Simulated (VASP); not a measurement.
The system is InSb3.

```
CELL_PARAMETERS angstrom
4.90063 0.00000 0.00000
0.00000 4.90063 0.00000
0.00000 0.00000 4.90063
ATOMIC_POSITIONS crystal
Sb 0.50000 0.50000 0.00000
Sb 0.00000 0.50000 0.50000
Sb 0.50000 0.00000 0.50000
In 0.00000 0.00000 0.00000
```

Base run:

| Property | Result |
| --- | --- |
| Program | VASP 6.6.1 |
| Functional | PBE |
| Potentials or basis | VASP PAW PBE potentials, release 64 (Sb, In_d) |
| Cutoff | 520 eV |
| k mesh | 6 × 6 × 6 |
| Occupations | fermi-dirac, width 0.05 eV |
| Spin | no spin polarisation |

Its results: band gap on the k mesh zero (band 14 reaches 10.38 eV, above the bottom of band 15 at 6.11 eV); pressure -2.5 GPa.

Q: The run is repeated on the same cell with these changes: functional from PBE to PBEsol. What comes out?

A: Band gap on the k mesh zero (band 14 reaches 10.22 eV, above the bottom of band 15 at 5.96 eV); pressure -5.0 GPa.

PBEsol binds more tightly than PBE, so the same cell stands under less pressure.

Caveats: spin-orbit coupling is left out, which moves the levels of the heavy elements; the PAW data sets were made with another functional, which shifts forces and pressure a little (some runs).
